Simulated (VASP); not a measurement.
Input of a VASP 6.6.1 run:

Contents of POSCAR:

```
Cu
1.0
   -1.4232937226      1.4232937226      1.3574834749
    1.4232937226     -1.4232937226      1.3574834749
    1.4232937226      1.4232937226     -1.3574834749
Cu
1
Direct
    0.0000000000      0.0000000000      0.0000000000
```

File INCAR.step1:

```
SYSTEM = Cu
PREC = Accurate
ENCUT = 520
EDIFF = 1E-5
ISMEAR = -1
SIGMA = 0.05
LREAL = .False.
LASPH = .True.
NELM = 60
ALGO = Normal
ISIF = 2
LWAVE = .True.
LCHARG = .False.
NBANDS = 12
GGA = PE
```

INCAR.step2

```
SYSTEM = Cu
PREC = Accurate
ENCUT = 520
EDIFF = 1E-7
ISMEAR = -1
SIGMA = 0.05
LREAL = .False.
LASPH = .True.
NELM = 60
ALGO = Normal
ISIF = 2
LWAVE = .False.
LCHARG = .False.
GGA = PE
LHFCALC = .True.
HFSCREEN = 0.2079
PRECFOCK = Normal
NBANDS = 12
ISTART = 1
```

The input KPOINTS:

```
Automatic mesh
0
Gamma
  8 8 8
  0 0 0
```

Potentials or basis: VASP PAW PBE potentials, release 64 (Cu).

Launch:

```sh
$ cat potpaw_PBE.64/Cu/POTCAR > POTCAR
$ cp INCAR.step1 INCAR
$ mpirun -np 1 vasp_std > vasp.out
$ cp INCAR.step2 INCAR
$ mpirun -np 1 vasp_std > vasp.out
```

(1) Estimate the pressure.

(2) What does it give for the band gap on the k mesh?

Results:

(1) 15.1 GPa.

(2) zero (an odd number of electrons rules out a gap without spin polarisation).

Caveat: the k points lie up to 0.40 Å⁻¹ apart, too coarse for converged energies and pressures of a metal; the PAW data sets were made with another functional, which shifts forces and pressure a little.
